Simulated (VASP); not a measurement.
A run of VASP 6.6.1 is set up as follows.

INCAR

```
PREC = Accurate ; ENCUT = 520
EDIFF = 1E-6 ; ISMEAR = 0
SIGMA = 0.1 ; LREAL = False
LASPH = True ; NELM = 150
ALGO = Normal ; ISIF = 2
LWAVE = False ; LCHARG = False
LMAXMIX = 4 ; LDAU = True
LDAUTYPE = 2 ; LDAUL = 2 -1
LDAUU = 6.2 0 ; LDAUJ = 0 0
LDAUPRINT = 1 ; GGA = PE
NBANDS = 21
```

Contents of KPOINTS:

```
regular mesh
0
Gamma
  12 12 8
```

POSCAR

```
WF2
1.0
    3.5960776248      0.0000000000      0.0000000000
   -1.7980388124      3.1142945771      0.0000000000
    0.0000000000      0.0000000000      5.6280921065
W F
1 2
Direct
    0.0000000000      0.0000000000      0.0000000000
    0.3333333333      0.6666666667      0.1580348578
    0.6666666667      0.3333333333      0.8419651422
```

Potentials or basis: VASP PAW PBE potentials, release 64 (W_sv, F).

Run with:

```bash
$ cat potpaw_PBE.64/W_sv/POTCAR potpaw_PBE.64/F/POTCAR > POTCAR
$ mpirun -np 1 vasp_std > vasp.out
```

Task: What does it give for the band gap on the k mesh?

Result: Zero (band 14 reaches 2.21 eV, above the bottom of band 15 at 1.86 eV).

Task: What does it give for the largest force?

Result: 0.048 eV/Å.

Task: What does it give for the pressure?

Result: -4.4 GPa.

Eigenvalues of the final occupation matrices:
```
    site  spin  trace               eigenvalues
site 1 d     1   1.62  0.08 0.08 0.47 0.47 0.52
site 1 d     2   1.62  0.08 0.08 0.47 0.47 0.52
```

Caveat: spin-orbit coupling is left out, which moves the levels of the heavy elements; U without spin polarisation on a metal has little footing.
